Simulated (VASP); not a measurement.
MoP, 2 atoms in the cell. The structure is hexagonal, space group P-6m2 (No. 187). The conventional cell has a = 3.162 Å, b = 3.162 Å, c = 3.129 Å, α = 90.00°, β = 90.00°, γ = 120.00°. Within 3.2 Å of Mo (site symmetry -6m2) lie 6 P at 2.40 Å and 8 Mo at 3.13 to 3.16 Å. P (site symmetry -6m2) has 6 Mo at 2.40 Å and 8 P at 3.13 to 3.16 Å within 3.2 Å. 

- Program: VASP 6.6.1
- Task: relaxation of shape and atoms at fixed volume
- Functional: r2SCAN
- Potentials or basis: VASP PAW PBE potentials, release 64 (Mo_sv, P)
- Cutoff: 550 eV
- k mesh: 18 × 18 × 14
- Occupations: gaussian, width 0.1 eV
- Spin: no spin polarisation
- Dipole correction: no
- Further INCAR settings: ALGO = Normal; EDIFF = 1e-07; IBRION = 2; EDIFFG = -0.01; NSW = 50; ISIF = 4

Potentials or basis: VASP PAW PBE potentials, release 64 (Mo_sv, P).

Command:

```sh
$ cat potpaw_PBE.64/Mo_sv/POTCAR potpaw_PBE.64/P/POTCAR > POTCAR
$ cp INCAR.step1 INCAR
$ mpirun -np 1 vasp_std > vasp.out
$ cp INCAR.step2 INCAR
$ mpirun -np 1 vasp_std > vasp.out
```

Hardware: 1 thread of Oxide Virtual Turin-like Processor, on a shared host.

Problem. Estimate the wall time of this run.

Solution. It took 32 min on 1 thread of Oxide Virtual Turin-like Processor, on a shared host, peak memory 0.22 GiB. Counts: k points 296, ion steps 3.
